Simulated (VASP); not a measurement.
Write the native input for VASP 6.6.1 that does the following.

```
Task                   : single point
Functional             : PBE
Potentials or basis    : VASP PAW PBE potentials, release 64 (In_d, P)
Cutoff                 : 520 eV
k mesh                 : 8 × 8 × 8
Occupations            : gaussian, width 0.018 eV
Spin                   : no spin polarisation
Dipole correction      : no
Further INCAR settings : ALGO = Normal; EDIFF = 1e-06; NBANDS = 16
```

The structure of InP lies in POSCAR:

```
InP
1.0
    0.0000000000      2.7688340000      2.7688340000
    2.7688340000      0.0000000000      2.7688340000
    2.7688340000      2.7688340000      0.0000000000
In P
1 1
Direct
    0.0000000000      0.0000000000      0.0000000000
    0.5000000000      0.5000000000      0.5000000000
```

One way to write it, as run:

INCAR

```
SYSTEM = InP
PREC     = Accurate       ! precision mode
ENCUT    = 520            ! plane-wave cutoff, eV
EDIFF    = 1E-6           ! SCF threshold, eV
ISMEAR   = 0              ! smearing method
SIGMA    = 0.018000000000000002 ! smearing width, eV
LREAL    = .False.        ! projectors in reciprocal space
LASPH    = .True.         ! aspherical terms in the spheres
NELM     = 100            ! most SCF steps
ALGO     = Normal         ! electronic algorithm
ISIF     = 2              ! what is computed and relaxed
LWAVE    = .False.        ! write WAVECAR
LCHARG   = .False.        ! write CHGCAR
GGA      = PE             ! functional
NBANDS   = 16             ! bands
```

KPOINTS

```
regular mesh
0
Gamma
  8 8 8
  0 0 0
```

Potentials or basis: VASP PAW PBE potentials, release 64 (In_d, P).

The run is started by

```sh
$ cat potpaw_PBE.64/In_d/POTCAR potpaw_PBE.64/P/POTCAR > POTCAR
$ mpirun -np 1 vasp_std > vasp.out
```

Results of the run:

```
Pressure               : -0.1 GPa
Band gap on the k mesh : zero (band 9 reaches 7.35 eV, above the bottom of band 10 at 4.72 eV)
```

Caveat: spin-orbit coupling is left out, which moves the levels of the heavy elements.

It took 52 s on 1 thread of AMD EPYC 7R13, on a shared host, peak memory 0.14 GiB.
